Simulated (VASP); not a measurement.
Li4BeNbP3: relaxation of cell and atoms with PBE

Crystal: Li4BeNbP3.

```
CELL_PARAMETERS angstrom
5.43173 0.00000 0.00000
0.00000 5.43173 0.00000
0.00000 0.00000 5.43173
ATOMIC_POSITIONS crystal
Li 0.27267 0.27267 0.27267
Li 0.72733 0.72733 0.27267
Li 0.27267 0.72733 0.72733
Li 0.72733 0.27267 0.72733
Be 0.50000 0.50000 0.50000
Nb 0.00000 0.00000 0.00000
P 0.00000 0.50000 0.00000
P 0.00000 0.00000 0.50000
P 0.50000 0.00000 0.00000
```

| Item | Value |
| --- | --- |
| Program | VASP 6.6.1 |
| Task | relaxation of cell and atoms |
| Functional | PBE |
| Potentials or basis | VASP PAW PBE potentials, release 64 (Li_sv, Be, Nb_sv, P) |
| Cutoff | 600 eV |
| k mesh | 8 × 8 × 8 |
| Occupations | gaussian, width 0.1 eV |
| Spin | no spin polarisation |
| Dipole correction | no |
| Further INCAR settings | ALGO = Normal; EDIFF = 1e-06; IBRION = 2; EDIFFG = -0.01; NSW = 100; ISIF = 3 |

| Item | Value |
| --- | --- |
| Relaxed volume | 17.84 Å³/atom |
| Relaxed cell | a = 5.435 Å, b = 5.435 Å, c = 5.435 Å, α = 90.00°, β = 90.00°, γ = 90.00° |
| Space group after relaxing (to 0.05 Å) | P-43m (No. 215) |
| Energy gained by relaxing | 0.0 meV/atom |
| Ionic steps | 2 |
| Pressure after relaxing | 0.0 GPa |
| Band gap on the k mesh | zero (band 21 reaches 3.82 eV, above the bottom of band 22 at 2.91 eV) |

Step by step:
```csv
step,energy change (eV),largest force (eV/Å),pressure (GPa),volume (Å³)
1,0.0000,0.0096,0.11,160.26
2,-0.0001,0.0014,0.01,160.54
```

Final structure:
```
Li Be Nb P
1.0
     5.43489    0.00000    0.00000
     0.00000    5.43489    0.00000
     0.00000    0.00000    5.43489
Li Be Nb P
4 1 1 3
Cartesian
  1.4822 1.4822 1.4822
  3.9527 3.9527 1.4822
  1.4822 3.9527 3.9527
  3.9527 1.4822 3.9527
  2.7174 2.7174 2.7174
  0.0000 5.4349 5.4349
  0.0000 2.7174 5.4349
  0.0000 5.4349 2.7174
  2.7174 5.4349 5.4349
```

Levels at points of the mesh, in eV from the Fermi level:
| k point | band 19 | band 20 | band 21 | band 22 | band 23 | band 24 |
| --- | --- | --- | --- | --- | --- | --- |
| (0.00, 0.00, 0.00) | -0.71 | -0.71 | -0.71 | -0.37 | -0.37 | -0.37 |
| (0.50, 0.00, 0.00) | -0.90 | -0.40 | -0.40 | -0.22 | 0.12 | 0.69 |
| (0.50, 0.50, 0.00) | -1.81 | -1.65 | 0.25 | 0.73 | 1.22 | 1.22 |
| (0.50, 0.50, 0.50) | 0.31 | 0.31 | 0.31 | 0.39 | 0.39 | 0.39 |

Run time: 3 min on 1 thread of Intel(R) Xeon(R) 6975P-C (Granite Rapids), on a shared host, peak memory 0.45 GiB.

Caveat: the cutoff is under 1.25 times the usual one of these potentials, so pressure, stress and relaxed cells hold a basis-set (Pulay) error.
